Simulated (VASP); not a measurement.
Crystal: CoSi2.

```xyz
3
Lattice="0.0000 2.7833 2.7833 2.7833 0.0000 2.7833 2.7833 2.7833 0.0000" Properties=species:S:1:pos:R:3 pbc="T T T"
Co    0.0000    0.0000    0.0000
Si    1.3917    1.3917    1.3917
Si    4.1750    4.1750    4.1750
```

Base run:

```yaml
Program: VASP 6.6.1
Functional: PBE
Potentials_or_basis: VASP PAW PBE potentials, release 64 (Co, Si)
Cutoff: 520 eV
k_mesh: 14 × 14 × 14
Occupations: gaussian, width 0.15 eV
Spin: collinear spin, ferromagnetic start
Starting_moments: "[0.825, 0.0, 0.0] μB"
Fixed_moment: 0.825 μB
```

Its results: pressure -13.1 GPa; site moments Co +0.53; Si +0.06 μB.

Task: The run is repeated on the same cell with these changes: fixed moment from 0.825 μB to 1.925 μB; moments at the start from [0.82, 0.0, 0.0] to [1.92, 0.0, 0.0]. What comes out?

Result: Pressure -4.3 GPa; site moments Co +1.26; Si +0.14 μB.

Caveats: the total moment is fixed, so each spin has its own Fermi level.
